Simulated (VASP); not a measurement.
# Ga2BAs3 in VASP: notebook, part 2 of 2

VASP 6.6.1. Earlier steps stand in the parts before.

## (3) Single point, PBE

INCAR reads:

```
PREC     = Accurate       # precision mode
ENCUT    = 520            # plane-wave cutoff, eV
EDIFF    = 1E-7           # SCF threshold, eV
ISMEAR   = 0              # smearing method
SIGMA    = 0.2            # smearing width, eV
LREAL    = False          # projectors in reciprocal space
LASPH    = True           # aspherical terms in the spheres
NELM     = 100            # most SCF steps
ALGO     = Normal         # electronic algorithm
ISIF     = 2              # what is computed and relaxed
LWAVE    = False          # write WAVECAR
LCHARG   = False          # write CHGCAR
GGA      = PE             # functional
NBANDS   = 56             # bands
```

KPOINTS reads:

```
Automatic mesh
0
Gamma
  3 3 3
```

POSCAR reads:

```
Ga2BAs3
1.0
    5.7423935754     -3.3125997346      0.0000000000
    5.7423935754      3.3125997346      0.0000000000
    0.0000000000      0.0000000000      6.2679366303
Ga B As
4 2 6
Direct
    0.4952073183      0.8277675868      0.4963016623
    0.5047926817      0.1722324132     -0.0036983377
    0.1722324132      0.5047926817      0.4963016623
    0.8277675868      0.4952073183     -0.0036983377
    0.1474009002      0.8525990998      0.0019966054
    0.8525990998      0.1474009002      0.5019966054
    0.1590037808      0.5460795982      0.1048458235
    0.4539204018      0.8409962192      0.1048458235
    0.8649961933      0.1350038067      0.1564084229
    0.5460795982      0.1590037808      0.6048458235
    0.8409962192      0.4539204018      0.6048458235
    0.1350038067      0.8649961933      0.6564084229
```

Potentials or basis: VASP PAW PBE potentials, release 64 (Ga_d, B, As).

Launch:

```sh
$ cat potpaw_PBE.64/Ga_d/POTCAR potpaw_PBE.64/B/POTCAR potpaw_PBE.64/As/POTCAR > POTCAR
$ mpirun -np 1 vasp_std > vasp.out
```

OUTCAR:

```text
PREC = Accurate
   ENCUT = 520
   EDIFF = 1E-7
   ISMEAR = 0
   LREAL = False
   LASPH = True
   NELM = 100
   ISIF = 2
   GGA = PE

 ion  position               nearest neighbor table
   1  0.495  0.828  0.496-   8 2.47  10 2.48  11 2.48  12 2.49
   2  0.505  0.172  0.996-  10 2.47   8 2.48   7 2.48   9 2.49
   3  0.172  0.505  0.496-   7 2.47  11 2.48  10 2.48  12 2.49
   4  0.828  0.495  0.996-  11 2.47   7 2.48   8 2.48   9 2.49
   5  0.147  0.853  0.002-   7 2.10   8 2.10   9 2.11  12 2.17
   6  0.853  0.147  0.502-  10 2.10  11 2.10  12 2.11   9 2.17
   7  0.159  0.546  0.105-   5 2.10   3 2.47   4 2.48   2 2.48
   8  0.454  0.841  0.105-   5 2.10   1 2.47   2 2.48   4 2.48
   9  0.865  0.135  0.156-   5 2.11   6 2.17   2 2.49   4 2.49
  10  0.546  0.159  0.605-   6 2.10   2 2.47   1 2.48   3 2.48
  11  0.841  0.454  0.605-   6 2.10   4 2.47   3 2.48   1 2.48
  12  0.135  0.865  0.656-   6 2.11   5 2.17   1 2.49   3 2.49

  LATTYP: Found a base centered orthorhombic cell.
 ALAT       =     6.6251994692
 B/A-ratio  =     1.7335005843
 C/A-ratio  =     0.9460751574

  Lattice vectors:

 A1 = (  -5.7423935754,  -3.3125997346,   0.0000000000)
 A2 = (   5.7423935754,  -3.3125997346,   0.0000000000)
 A3 = (   0.0000000000,   0.0000000000,   6.2679366303)

Analysis of symmetry for initial positions (statically):
=====================================================================
 Subroutine PRICEL returns:
 Original cell was already a primitive cell.

 Routine SETGRP: Setting up the symmetry group for a
 base centered orthorhombic supercell.

 Subroutine GETGRP returns: Found  4 space group operations
 (whereof  2 operations were pure point group operations)
 out of a pool of  8 trial point group operations.

The static configuration has the point symmetry C_1h.
 The point group associated with its full space group is C_2v.

[... 144 lines left out ...]
   IVDW    =     0    specifies the selected vdW correction
   LEPSILON=     F    determine dielectric tensor
   LRPA    =     F    only Hartree local field effects (RPA)
 non-spin polarized calculation
 Gauss-broadening in eV      SIGMA  =   0.20
  energy-cutoff  :      520.00
  volume of cell :      238.46
 maximum number of plane-waves:      6444
 NGX is ok and might be reduce to    50
   NGX = 25   NGY = 25   NGZ = 23

 number of electron      88.0000016 magnetization

 Free energy of the ion-electron system (eV)
  ---------------------------------------------------
  ext. energy  EPLUGINS =         0.00000000
  ---------------------------------------------------
  free energy    TOTEN  =       -54.91382039 eV

  energy without entropy =      -54.91319099  energy(sigma->0) =      -54.91350569

 E-fermi :   4.8219     XC(G=0):  -9.8139

 val. band max:        4.4824323110   @ k =   0.0000   0.0000   0.0000
 cond. band min:       5.1457683493   @ k =   0.0000   0.0000   0.0000
 fundamental gap:      0.6633360383
 Fermi energy:         4.8219327335

 k-point     1 :       0.0000    0.0000    0.0000
  band No.  band energies     occupation
      1     -10.5702      2.00000
      2     -10.5533      2.00000
      3     -10.5458      2.00000
      4     -10.5339      2.00000
      5     -10.5095      2.00000
      6     -10.4730      2.00000
[... 461 lines left out ...]
     55       9.1017      0.00000
     56       9.3640      0.00000

------------------------ aborting loop because EDIFF is reached ----------------------------------------

  FORCE on cell =-STRESS in cart. coord.  units (eV):
  Direction    XX          YY          ZZ          XY          YZ          ZX
  --------------------------------------------------------------------------------------
  -------------------------------------------------------------------------------------
  Total        0.3101130      0.2278174      0.3343653      0.0000000      0.0000000      0.0000000
  in kB        2.0835986      1.5306676      2.2465456      0.0000000      0.0000000      0.0000000
  external PRESSURE =       1.9536039 kB  Pullay stress =       0.0000000 kB

 VOLUME and BASIS-vectors are now :
 -----------------------------------------------------------------------------
  energy-cutoff  :      520.00
  volume of cell :      238.46
      direct lattice vectors                 reciprocal lattice vectors
     5.742393575 -3.312599735  0.000000000     0.087071705 -0.150938852  0.000000000
     5.742393575  3.312599735  0.000000000     0.087071705  0.150938852  0.000000000
     0.000000000  0.000000000  6.267936630     0.000000000  0.000000000  0.159542136

 POSITION                                       TOTAL-FORCE (eV/Angst)
 -----------------------------------------------------------------------------------
      7.59704      1.10164      3.11079        -0.031404     -0.018578      0.028787
      3.88774     -1.10164      6.24476         0.031404      0.018578      0.028787
      3.88774      1.10164      3.11079         0.031404     -0.018578      0.028787
      7.59704     -1.10164      6.24476        -0.031404      0.018578      0.028787
      5.74239      2.33604      0.01251        -0.000000     -0.028719     -0.052661
      5.74239     -2.33604      3.14648        -0.000000      0.028719     -0.052661
      4.04887      1.28223      0.65717        -0.039124     -0.015303     -0.038592
      7.43592      1.28223      0.65717         0.039124     -0.015303     -0.038592
      5.74239     -2.41817      0.98036        -0.000000      0.025527      0.072270
      4.04887     -1.28223      3.79114        -0.039124      0.015303     -0.038592
      7.43592     -1.28223      3.79114         0.039124      0.015303     -0.038592
      5.74239      2.41817      4.11433        -0.000000     -0.025527      0.072270
 -----------------------------------------------------------------------------------
    total drift:                               -0.000000      0.000000     -0.002096

  FREE ENERGIE OF THE ION-ELECTRON SYSTEM (eV)
  ---------------------------------------------------
  free  energy   TOTEN  =       -54.9138203915 eV

  energy  without entropy=      -54.9131909949  energy(sigma->0) =      -54.91350569
```

stdout:

```text
POSCAR found type information on POSCAR GaB As
 POSCAR found :  3 types and      12 ions
 scaLAPACK will be used
 LDA part: xc-table for (Slater+PW92), standard interpolation
 POSCAR, INCAR and KPOINTS ok, starting setup
 FFT: planning ... GRIDC
 FFT: planning ... GRID_SOFT
 FFT: planning ... GRID
 WAVECAR not read
 entering main loop
```

It took 3.2 min on 1 thread of Intel Xeon Platinum 8375C at 2.90GHz (Ice Lake), shared host; peak memory 0.38 GiB.

What came out:

```yaml
Free_energy: -54.9138 eV
Pressure: 0.2 GPa
Largest_force: 0.077 eV/Å
Band_gap_on_the_k_mesh: 0.66 eV
```

Forces on the atoms (eV/Å):
```
Ga  -0.031 -0.019  0.029
Ga   0.031  0.019  0.029
Ga   0.031 -0.019  0.029
Ga  -0.031  0.019  0.029
B    0.000 -0.029 -0.053
B    0.000  0.029 -0.053
As  -0.039 -0.015 -0.039
As   0.039 -0.015 -0.039
As   0.000  0.026  0.072
As  -0.039  0.015 -0.039
As   0.039  0.015 -0.039
As   0.000 -0.026  0.072
```

Levels at points of the mesh, in eV from the valence-band top:
| k point | band 40 | band 41 | band 42 | band 43 | band 44 | band 45 | band 46 | band 47 | band 48 | band 49 |
| --- | --- | --- | --- | --- | --- | --- | --- | --- | --- | --- |
| (0.00, 0.00, 0.00) | -1.41 | -1.32 | -0.24 | -0.05 | 0.00 | 0.66 | 1.14 | 2.02 | 2.04 | 2.89 |

Caveat: semilocal functionals underestimate gaps, and a narrow one can read as zero. A k mesh can miss the band edges.

## (4) Single point, PBE

This run uses another cell than the first one, of 19.80 Å³/atom.

INCAR reads:

```
ALGO = Normal
EDIFF = 1E-7
ENCUT = 520
GGA = PE
ISIF = 2
ISMEAR = 0
LASPH = True
LCHARG = True
LELF = True
LREAL = False
LVHAR = True
LWAVE = False
NBANDS = 56
NELM = 100
PREC = Accurate
SIGMA = 0.1
```

KPOINTS reads:

```
k-points
0
Gamma
  2 2 2
```

POSCAR reads:

```
Ga2BAs3
1.0
   -0.0004423458      0.0006618336     -6.2522965664
    0.0005827048      6.6281473556     -0.0002150622
    5.7320996028     -3.3134491008      0.0005173424
Ga B As
4 2 6
Direct
    0.0040037664      0.8262391973      0.3218949179
    0.5040187080      0.1737977357      0.6781309769
    0.0040583596      0.5043098021      0.6780921203
    0.5040209197      0.4956578019      0.3219272794
    0.4972488414      0.8511715828      0.0000433876
    0.9972441912      0.1488141278     -0.0000461730
    0.3961622103      0.5439476545      0.7022664850
    0.3961421862      0.8417070953      0.2978382142
    0.3417003193      0.1369288630      0.0000573214
    0.8961376361      0.1582926117      0.7021604090
    0.8961529662      0.4560561045      0.2977125480
    0.8417098955      0.8630774232     -0.0000774868
```

Launch:

```sh
$ cat potpaw_PBE.64/Ga_d/POTCAR potpaw_PBE.64/B/POTCAR potpaw_PBE.64/As/POTCAR > POTCAR
$ mpirun -np 1 vasp_std > vasp.out
```

Wall time 3 min (1 thread of Intel Xeon Platinum 8375C at 2.90GHz (Ice Lake), shared host); peak memory 0.37 GiB.

Results (log left out):

```yaml
Free_energy: -54.6707 eV
Pressure: 0.3 GPa
Largest_force: 0.016 eV/Å
Band_gap_on_the_k_mesh: 0.67 eV
```

Forces in eV/Å, atoms in the order of the input:
```
Ga  -0.002 -0.004 -0.008
Ga   0.001  0.002 -0.006
Ga   0.000 -0.002 -0.006
Ga  -0.001  0.004 -0.008
B    0.000  0.001 -0.007
B    0.001  0.000 -0.007
As  -0.008 -0.005  0.010
As   0.008 -0.005  0.009
As  -0.002  0.015  0.001
As  -0.007  0.006  0.009
As   0.009  0.005  0.010
As   0.002 -0.016  0.002
```

Levels at points of the mesh, in eV from the valence-band top:
```csv
k point,band 41,band 42,band 43,band 44,band 45,band 46,band 47,band 48
"(0.00, 0.00, 0.00)",-1.34,-0.22,-0.05,0.00,0.67,1.19,2.02,2.03
"(0.50, 0.00, 0.00)",-0.88,-0.88,-0.77,-0.77,1.51,1.51,1.93,1.93
"(0.00, 0.50, 0.00)",-1.61,-1.42,-1.29,-1.08,0.98,2.20,2.75,2.80
"(0.50, 0.50, 0.00)",-1.92,-1.92,-1.72,-1.72,1.20,1.20,2.55,2.55
"(0.00, 0.00, 0.50)",-1.55,-1.40,-1.24,-0.93,1.01,2.02,2.62,3.02
"(0.50, 0.00, 0.50)",-2.05,-2.05,-1.77,-1.77,1.37,1.37,2.38,2.39
"(0.00, 0.50, 0.50)",-1.61,-1.43,-1.29,-1.08,0.98,2.21,2.75,2.80
"(0.50, 0.50, 0.50)",-1.92,-1.92,-1.72,-1.71,1.20,1.20,2.55,2.55
```

Caveat: the k points lie up to 0.55 Å⁻¹ apart; semilocal functionals underestimate gaps, and a narrow one can read as zero. A k mesh can miss the band edges.

## (5) Overview

```csv
cell,k mesh,smearing,gap on the mesh (eV),pressure (GPa),largest force (eV/Å)
"a = 6.268, b = 6.626, c = 6.630 Å, angles 120.0, 90.0, 90.0°, 12 atoms, atomic positions A",2 × 2 × 2,gaussian 0.1 eV,0.65,0.0,0.27
"a = 6.629, b = 6.629, c = 6.268 Å, angles 90.0, 90.0, 60.0°, 12 atoms, atomic positions B",3 × 3 × 3,gaussian 0.2 eV,0.66,0.2,0.08
"a = 6.252, b = 6.628, c = 6.621 Å, angles 120.0, 90.0, 90.0°, 12 atoms, atomic positions C",2 × 2 × 2,gaussian 0.1 eV,0.67,0.3,0.02
```

Alike in all rows: task single point; level PBE; potentials or basis VASP PAW PBE potentials, release 64 (Ga_d, B, As); no spin polarisation; cutoff (eV) 520.

Caveats: some runs use coarse meshes; semilocal functionals underestimate gaps, and a narrow one can read as zero.

Total energies depend on the potentials used, so only differences within one code and one set of settings carry meaning.
